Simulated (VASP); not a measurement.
# Hf2PbN4 (P4/mmm) in VASP: notebook

Hf2PbN4 is run at these levels: PBEsol; tasks: single point, relaxation of cell and atoms.

Everything below comes from runs of VASP 6.6.1. Logs are shortened: lines on timing, memory, paths and dates and some standing lists are left out, and cuts for length are marked.

## Step 1: The cell of the first run

The structure is tetragonal, space group P4/mmm (No. 123). Conventional cell: a = 5.450 Å, b = 5.450 Å, c = 2.990 Å, α = 90.00°, β = 90.00°, γ = 90.00°. Hf (site symmetry mmm) has 8 N at 2.45 Å and 2 Hf at 2.99 Å and 4 Pb at 3.11 Å within 3.2 Å. Pb (site symmetry 4/mmm) has 4 N at 2.10 Å within 2.8 Å. Within 2.8 Å of N (site symmetry m2m) lie 1 Pb at 2.10 Å and 4 Hf at 2.45 Å and 2 N at 2.48 Å.

## Step 2: Single point, PBEsol

The input, INCAR:

```
PREC = Accurate
ENCUT = 520
EDIFF = 1E-7
ISMEAR = -1
SIGMA = 0.03
LREAL = False
LASPH = True
NELM = 80
ALGO = Normal
ISIF = 2
LWAVE = False
LCHARG = False
GGA = PS
NBANDS = 36
```

The input, KPOINTS:

```
regular mesh
0
Gamma
  4 4 6
```

The input, POSCAR:

```
Hf2PbN4
1.0
    5.4504126594      0.0000000000      0.0000000000
    0.0000000000      5.4504126594      0.0000000000
    0.0000000000      0.0000000000      2.9903907956
Hf Pb N
2 1 4
Direct
    0.5000000000      0.0000000000      0.5000000000
    0.0000000000      0.5000000000      0.5000000000
    0.0000000000      0.0000000000      0.0000000000
    0.2727492624      0.7272507376      0.0000000000
    0.2727492624      0.2727492624      0.0000000000
    0.7272507376      0.7272507376      0.0000000000
    0.7272507376      0.2727492624      0.0000000000
```

Potentials or basis: VASP PAW PBE potentials, release 64 (Hf_pv, Pb_d, N).

Run with:

```
> cat potpaw_PBE.64/Hf_pv/POTCAR potpaw_PBE.64/Pb_d/POTCAR potpaw_PBE.64/N/POTCAR > POTCAR
> mpirun -np 1 vasp_std > vasp.out
```

OUTCAR:

```text
PREC = Accurate
   ENCUT = 520
   EDIFF = 1E-7
   ISMEAR = -1
   LREAL = False
   LASPH = True
   NELM = 80
   ISIF = 2
   GGA = PS

 ion  position               nearest neighbor table
   1  0.500  0.000  0.500-   4 2.45   5 2.45   6 2.45   7 2.45   4 2.45   5 2.45   6 2.45   7 2.45
                             3 3.11   3 3.11   3 3.11   3 3.11   2 3.85   2 3.85   2 3.85   2 3.85
   2  0.000  0.500  0.500-   4 2.45   5 2.45   6 2.45   7 2.45   4 2.45   5 2.45   6 2.45   7 2.45
                             3 3.11   3 3.11   3 3.11   3 3.11   1 3.85   1 3.85   1 3.85   1 3.85
   3  0.000  0.000  0.000-   4 2.10   5 2.10   6 2.10   7 2.10   1 3.11   2 3.11   1 3.11   2 3.11
                             2 3.11   2 3.11   1 3.11   1 3.11
   4  0.273  0.727  0.000-   3 2.10   2 2.45   1 2.45   1 2.45   2 2.45
   5  0.273  0.273  0.000-   3 2.10   2 2.45   1 2.45   1 2.45   2 2.45
   6  0.727  0.727  0.000-   3 2.10   2 2.45   1 2.45   1 2.45   2 2.45
   7  0.727  0.273  0.000-   3 2.10   2 2.45   1 2.45   1 2.45   2 2.45

  LATTYP: Found a simple tetragonal cell.
 ALAT       =     5.4504126594
 C/A-ratio  =     0.5486540162

  Lattice vectors:

 A1 = (   5.4504126594,   0.0000000000,   0.0000000000)
 A2 = (   0.0000000000,   5.4504126594,   0.0000000000)
 A3 = (   0.0000000000,   0.0000000000,   2.9903907956)

Analysis of symmetry for initial positions (statically):
=====================================================================
 Subroutine PRICEL returns:
 Original cell was already a primitive cell.

 Routine SETGRP: Setting up the symmetry group for a
 simple tetragonal supercell.

 Subroutine GETGRP returns: Found 16 space group operations
 (whereof 16 operations were pure point group operations)
 out of a pool of 16 trial point group operations.

The static configuration has the point symmetry D_4h.

Analysis of symmetry for dynamics (positions and initial velocities):
=====================================================================
 Subroutine PRICEL returns:
 Original cell was already a primitive cell.

 Routine SETGRP: Setting up the symmetry group for a
 simple tetragonal supercell.

 Subroutine GETGRP returns: Found 16 space group operations
 (whereof 16 operations were pure point group operations)
 out of a pool of 16 trial point group operations.

The dynamic configuration has the point symmetry D_4h.

 Subroutine INISYM returns: Found 16 space group operations
 (whereof 16 operations are pure point group operations),
 and found     1 'primitive' translations

----------------------------------------------------------------------------------------

                                     Primitive cell

  volume of cell :      88.8355

  direct lattice vectors                    reciprocal lattice vectors
     5.450412659  0.000000000  0.000000000     0.183472346  0.000000000  0.000000000
     0.000000000  5.450412659  0.000000000     0.000000000  0.183472346  0.000000000
     0.000000000  0.000000000  2.990390796     0.000000000  0.000000000  0.334404454

  length of vectors
     5.450412659  5.450412659  2.990390796     0.183472346  0.183472346  0.334404454

  position of ions in fractional coordinates (direct lattice)
     0.500000000  0.000000000  0.500000000
     0.000000000  0.500000000  0.500000000
     0.000000000  0.000000000  0.000000000
     0.272749262  0.727250738  0.000000000
     0.272749262  0.272749262  0.000000000
     0.727250738  0.727250738  0.000000000
     0.727250738  0.272749262  0.000000000

  ion indices of the primitive-cell ions
   primitive index   ion index
                 1           1
                 2           2
                 3           3
                 4           4
                 5           5
                 6           6
                 7           7

----------------------------------------------------------------------------------------

 KPOINTS: regular mesh

Automatic generation of k-mesh.
 Grid dimensions read from file:
 generate k-points for:    4    4    6

 Generating k-lattice:

  Cartesian coordinates                     Fractional coordinates (reciprocal lattice)
     0.045868087  0.000000000  0.000000000     0.250000000  0.000000000  0.000000000
     0.000000000  0.045868087  0.000000000     0.000000000  0.250000000  0.000000000
     0.000000000  0.000000000  0.055734076     0.000000000  0.000000000  0.166666667

  Length of vectors
     0.045868087  0.045868087  0.055734076

  Shift w.r.t. Gamma in fractional coordinates (k-lattice)
     0.000000000  0.000000000  0.000000000

 Subroutine IBZKPT returns following result:
 ===========================================

 Found     24 irreducible k-points:

 Following reciprocal coordinates:
            Coordinates               Weight
  0.000000  0.000000  0.000000      1.000000
  0.250000  0.000000  0.000000      4.000000
  0.500000  0.000000  0.000000      2.000000
  0.250000  0.250000  0.000000      4.000000
  0.500000  0.250000  0.000000      4.000000
  0.500000  0.500000  0.000000      1.000000
[... 16 lines left out ...]
  0.500000  0.250000  0.500000      4.000000
  0.500000  0.500000  0.500000      1.000000
   k-points           NKPTS =     24   k-points in BZ     NKDIM =     24   number of bands    NBANDS=     36
   number of dos      NEDOS =    301   number of ions     NIONS =      7
   total plane-waves  NPLWV =  42336
   dimension x,y,z NGX =    42 NGY =   42 NGZ =   24
   dimension x,y,z NGXF=    84 NGYF=   84 NGZF=   48
   ions per type =               2   1   4
   NGX,Y,Z   is equivalent  to a cutoff of  12.81, 12.81, 13.34 a.u.
   NGXF,Y,Z  is equivalent  to a cutoff of  25.62, 25.62, 26.68 a.u.
 SYSTEM =  unknown system
   PREC   = accura    normal or accurate (medium, high low for compatibility)
   ISTART =      0    job   : 0-new  1-cont  2-samecut
   ICHARG =      2    charge: 1-file 2-atom 10-const
   ISPIN  =      1    spin polarized calculation?
   LNONCOLLINEAR =      F non collinear calculations
   LSORBIT =      F    spin-orbit coupling
   LASPH  =      T    aspherical Exc in radial PAW
   ENCUT  =  520.0 eV  38.22 Ry    6.18 a.u.  10.13 10.13  5.56*2*pi/ulx,y,z
   NELM   =     80;   NELMIN=  2; NELMDL= -5     # of ELM steps
   EDIFF  = 0.1E-06   stopping-criterion for ELM
   LREAL  =      F    real-space projection
   EDIFFG = 0.1E-05   stopping-criterion for IOM
   NSW    =      0    number of steps for IOM
   IBRION =     -1    ionic relax: 0-MD 1-quasi-New 2-CG
   NFREE  =      0    steps in history (QN), initial steepest desc. (CG)
   ISIF   =      2    stress and relaxation
   ISYM   =      2    0-nonsym 1-usesym 2-fastsym
   POTIM  = 0.5000    time-step for ionic-motion
   TEBEG  =    0.0;   TEEND  =   0.0 temperature during run
   PSTRESS=    0.0 pullay stress
   NELECT =      54.0000    total number of electrons
   NUPDOWN=      -1.0000    fix difference up-down
   EMIN   =  10.00;   EMAX   =-10.00  energy-range for DOS
   EFERMI =   0.00;   METHOD = LEGACY
   ISMEAR =    -1;   SIGMA  =   0.03  broadening in eV -4-tet -1-fermi 0-gaus
   EFERMI_NEDOS =   21; number of points for ismear=-14 and -15
   IALGO  =     38    algorithm
   IMIX   =      4    mixing-type and parameters
     AMIX     =   0.40;   BMIX     =  1.00
     AMIX_MAG =   1.60;   BMIX_MAG =  1.00
  volume/ion in A,a.u.               =      12.69        85.64
  Fermi-wavevector in a.u.,A,eV,Ry     =   1.386789  2.620652 26.166518  1.923185
  Thomas-Fermi vector in A             =   2.511072
   LORBIT       =      0    0 simple, 1 ext, 2 COOP (PROOUT), +10 PAW based schemes
   GGA     = PS    functional components
   LHFCALC =     F    Hartree Fock is set to
   AEXX    =    0.0000 exact exchange contribution
   IVDW    =     0    specifies the selected vdW correction
   LEPSILON=     F    determine dielectric tensor
   LRPA    =     F    only Hartree local field effects (RPA)
 non-spin polarized calculation
  energy-cutoff  :      520.00
  volume of cell :       88.84
 maximum number of plane-waves:      2427
 NGX is ok and might be reduce to    42
   NGX = 21   NGY = 21   NGZ = 11

 number of electron      53.9999994 magnetization

 Free energy of the ion-electron system (eV)
  ---------------------------------------------------
  ext. energy  EPLUGINS =         0.00000000
  ---------------------------------------------------
  free energy    TOTEN  =       -57.66479150 eV

  energy without entropy =      -57.65672411  energy(sigma->0) =      -57.66075781

 E-fermi :   6.8440     XC(G=0): -12.1046

 val. band max:        6.8049262898   @ k =   0.5000   0.2500   0.0000
 cond. band min:       6.8629000618   @ k =   0.5000   0.2500   0.0000
 fundamental gap:      0.0579737719
 Fermi energy:         6.8439738316

 k-point     1 :       0.0000    0.0000    0.0000
  band No.  band energies     occupation
      1     -24.6940      2.00000
      2     -24.6940      2.00000
      3     -24.3922      2.00000
      4     -24.3922      2.00000
      5     -24.1358      2.00000
      6     -24.1222      2.00000
[... 28 lines left out ...]
     35      10.4581      0.00000
     36      11.7562      0.00000

 k-point     2 :       0.2500    0.0000    0.0000
  band No.  band energies     occupation
      1     -24.6955      2.00000
      2     -24.6912      2.00000
      3     -24.3957      2.00000
      4     -24.3954      2.00000
      5     -24.1340      2.00000
      6     -24.1243      2.00000
[... 28 lines left out ...]
     35      10.9103      0.00000
     36      11.9385      0.00000

 k-point     3 :       0.5000    0.0000    0.0000
  band No.  band energies     occupation
      1     -24.6970      2.00000
      2     -24.6883      2.00000
      3     -24.3991      2.00000
      4     -24.3987      2.00000
      5     -24.1296      2.00000
      6     -24.1290      2.00000
[... 28 lines left out ...]
     35      11.5099      0.00000
     36      11.7653      0.00000

 k-point     4 :       0.2500    0.2500    0.0000
  band No.  band energies     occupation
      1     -24.7200      2.00000
      2     -24.6679      2.00000
      3     -24.4207      2.00000
      4     -24.3739      2.00000
      5     -24.1327      2.00000
      6     -24.1259      2.00000
[... 28 lines left out ...]
     35      11.6419      0.00000
     36      11.8591      0.00000

 k-point     5 :       0.5000    0.2500    0.0000
  band No.  band energies     occupation
      1     -24.7315      2.00000
      2     -24.6576      2.00000
      3     -24.4321      2.00000
      4     -24.3660      2.00000
      5     -24.1296      2.00000
      6     -24.1293      2.00000
[... 655 lines left out ...]
 k-point    22 :       0.2500    0.2500    0.5000
  band No.  band energies     occupation
      1     -24.8919      2.00000
      2     -24.8714      2.00000
      3     -24.6016      2.00000
      4     -24.5647      2.00000
      5     -24.3074      2.00000
      6     -24.2733      2.00000
[... 28 lines left out ...]
     35      12.0829      0.00000
     36      12.1688      0.00000

 k-point    23 :       0.5000    0.2500    0.5000
  band No.  band energies     occupation
      1     -24.8816      2.00000
      2     -24.8799      2.00000
      3     -24.6077      2.00000
      4     -24.5554      2.00000
      5     -24.3154      2.00000
      6     -24.2671      2.00000
[... 28 lines left out ...]
     35      11.4832      0.00000
     36      13.0335      0.00000

 k-point    24 :       0.5000    0.5000    0.5000
  band No.  band energies     occupation
      1     -24.8798      2.00000
      2     -24.8798      2.00000
      3     -24.6177      2.00000
      4     -24.5437      2.00000
      5     -24.3253      2.00000
      6     -24.2571      2.00000
[... 28 lines left out ...]
     35      11.9393      0.00000
     36      13.2491      0.00000

------------------------ aborting loop because EDIFF is reached ----------------------------------------

  FORCE on cell =-STRESS in cart. coord.  units (eV):
  Direction    XX          YY          ZZ          XY          YZ          ZX
  --------------------------------------------------------------------------------------
  -------------------------------------------------------------------------------------
  Total       -0.6797760     -0.6797760     -0.8866550      0.0000000     -0.0000000      0.0000000
  in kB      -12.2599785    -12.2599785    -15.9911079      0.0000000     -0.0000000      0.0000000
  external PRESSURE =     -13.5036883 kB  Pullay stress =       0.0000000 kB

 VOLUME and BASIS-vectors are now :
 -----------------------------------------------------------------------------
  energy-cutoff  :      520.00
  volume of cell :       88.84
      direct lattice vectors                 reciprocal lattice vectors
     5.450412659  0.000000000  0.000000000     0.183472346  0.000000000  0.000000000
     0.000000000  5.450412659  0.000000000     0.000000000  0.183472346  0.000000000
     0.000000000  0.000000000  2.990390796     0.000000000  0.000000000  0.334404454

 POSITION                                       TOTAL-FORCE (eV/Angst)
 -----------------------------------------------------------------------------------
      2.72521      0.00000      1.49520         0.000000      0.000000      0.000000
      0.00000      2.72521      1.49520         0.000000      0.000000      0.000000
      0.00000      0.00000      0.00000         0.000000      0.000000      0.000000
      1.48660      3.96382      0.00000         0.006116     -0.006116      0.000000
      1.48660      1.48660      0.00000         0.006116      0.006116      0.000000
      3.96382      3.96382      0.00000        -0.006116     -0.006116      0.000000
      3.96382      1.48660      0.00000        -0.006116      0.006116     -0.000000
 -----------------------------------------------------------------------------------
    total drift:                                0.000000      0.000000      0.000000

  FREE ENERGIE OF THE ION-ELECTRON SYSTEM (eV)
  ---------------------------------------------------
  free  energy   TOTEN  =       -57.6647915024 eV

  energy  without entropy=      -57.6567241108  energy(sigma->0) =      -57.66075781
```

Run time: 2.2 min. Hardware: 1 thread of AMD EPYC 7R43 (Zen 3), shared host; peak memory 0.2 GiB.

What came out:

* Free energy: -57.6648 eV
* Pressure: -1.4 GPa
* Largest force: 0.009 eV/Å
* Band gap on the k mesh: zero (band 27 reaches 7.20 eV, above the bottom of band 28 at 6.51 eV)

Forces in eV/Å, atoms in the order of the input:
```
Hf   0.000  0.000  0.000
Hf   0.000  0.000  0.000
Pb   0.000  0.000  0.000
N    0.006 -0.006  0.000
N    0.006  0.006  0.000
N   -0.006 -0.006  0.000
N   -0.006  0.006  0.000
```

Caveat: the PAW data sets were made with another functional, which shifts forces and pressure a little; spin-orbit coupling is left out, which moves the levels of the heavy elements.

## Step 3: Relaxation of cell and atoms, PBEsol

This run uses another cell than the first one, of 13.75 Å³/atom, 1.084 times its volume.

The input, INCAR:

```
PREC     = Accurate       # precision mode
ENCUT    = 600            # plane-wave cutoff, eV
EDIFF    = 1E-6           # SCF threshold, eV
ISMEAR   = -1             # smearing method
SIGMA    = 0.03           # smearing width, eV
LREAL    = False          # projectors in reciprocal space
LASPH    = True           # aspherical terms in the spheres
NELM     = 60             # most SCF steps
ALGO     = Normal         # electronic algorithm
ISIF     = 3              # what is computed and relaxed
LWAVE    = False          # write WAVECAR
LCHARG   = False          # write CHGCAR
GGA      = PS             # functional
IBRION   = 2              # ionic algorithm
NSW      = 100            # ionic steps
EDIFFG   = -0.01          # ionic threshold
```

KPOINTS is that of step 2.

The input, POSCAR:

```
Hf2PbN4
1.0
    5.4943020700      0.0000000000      0.0000000000
    0.0000000000      5.4943020700      0.0000000000
    0.0000000000      0.0000000000      3.1889608100
Hf Pb N
2 1 4
Direct
    0.5000000000      0.0000000000      0.5000000000
    0.0000000000      0.5000000000      0.5000000000
    0.0000000000      0.0000000000      0.0000000000
    0.2322243700      0.7677756300      0.0000000000
    0.2322243700      0.2322243700      0.0000000000
    0.7677756300      0.7677756300      0.0000000000
    0.7677756300      0.2322243700      0.0000000000
```

Potentials or basis: VASP PAW PBE potentials, release 64 (Hf_pv, Pb_d, N).

Run with:

```
> cat potpaw_PBE.64/Hf_pv/POTCAR potpaw_PBE.64/Pb_d/POTCAR potpaw_PBE.64/N/POTCAR > POTCAR
> mpirun -np 1 vasp_std > vasp.out
```

Wall time 22 min (1 thread of AMD EPYC 7R43 (Zen 3), shared host); peak memory 0.27 GiB.

Results (log left out):

* Free energy: -57.6872 eV
* Relaxed volume: 12.58 Å³/atom
* Relaxed cell: a = 5.435 Å, b = 5.435 Å, c = 2.981 Å, α = 90.00°, β = 90.00°, γ = 90.00°
* Space group after relaxing (to 0.05 Å): P4/mmm (No. 123)
* Energy gained by relaxing: 811.1 meV/atom
* Ionic steps: 14
* Pressure after relaxing: 0.0 GPa
* Largest force after relaxing: 0.009 eV/Å
* Band gap on the k mesh: zero (band 27 reaches 7.30 eV, above the bottom of band 28 at 6.60 eV)

Forces in eV/Å, atoms in the order of the input:
```
Hf   0.000  0.000  0.000
Hf   0.000  0.000  0.000
Pb   0.000  0.000  0.000
N    0.007 -0.007  0.000
N    0.007  0.007  0.000
N   -0.007 -0.007  0.000
N   -0.007  0.007  0.000
```

Stress tensor (GPa, compression positive):
```
 0.07  0.00  0.00
 0.00  0.07  0.00
 0.00  0.00 -0.09
```

The path:
```tsv
step	energy change (eV)	largest force (eV/Å)	pressure (GPa)	volume (Å³)
1	0.0000	9.8028	18.29	96.27
2	1.3561	2.0373	-27.43	117.00
3	-4.4150	0.0749	-19.46	104.32
4	-4.5538	0.5232	-17.16	103.29
5	-4.5828	1.0885	-15.00	102.46
6	-5.4368	0.9289	5.28	87.25
7	-5.4571	0.9539	2.04	88.92
8	-5.6554	0.3134	1.59	87.80
9	-5.6712	0.0229	1.78	87.13
10	-5.6741	0.0717	1.70	87.32
11	-5.6722	0.1104	-1.91	88.88
12	-5.6779	0.0119	0.03	88.02
13	-5.6779	0.0103	0.07	88.00
14	-5.6780	0.0094	0.02	88.06
```

Final structure:
```
Hf Pb N
1.0
     5.43499    0.00000    0.00000
     0.00000    5.43499    0.00000
     0.00000    0.00000    2.98106
Hf Pb N
2 1 4
Direct
  0.50000 0.00000 0.50000
  0.00000 0.50000 0.50000
  0.00000 0.00000 0.00000
  0.27319 0.72681 0.00000
  0.27319 0.27319 0.00000
  0.72681 0.72681 0.00000
  0.72681 0.27319 0.00000
```

Levels at points of the mesh, in eV from the Fermi level:
| k point | band 25 | band 26 | band 27 | band 28 | band 29 | band 30 |
| --- | --- | --- | --- | --- | --- | --- |
| (0.00, 0.00, 0.00) | -0.62 | -0.62 | -0.17 | 1.09 | 1.26 | 1.37 |
| (0.50, 0.00, 0.00) | -0.99 | -0.85 | -0.18 | -0.14 | 0.24 | 2.11 |
| (0.50, 0.50, 0.00) | -1.49 | -0.49 | -0.49 | 0.09 | 0.09 | 2.91 |
| (0.00, 0.00, 0.50) | -0.98 | -0.98 | 0.18 | 1.55 | 2.01 | 2.76 |
| (0.50, 0.00, 0.50) | -3.10 | -1.42 | -0.38 | 0.51 | 1.24 | 3.51 |
| (0.50, 0.50, 0.50) | -2.22 | -2.22 | -1.63 | 0.10 | 1.51 | 1.51 |

Caveat: the PAW data sets were made with another functional, which shifts forces and pressure a little; spin-orbit coupling is left out, which moves the levels of the heavy elements.
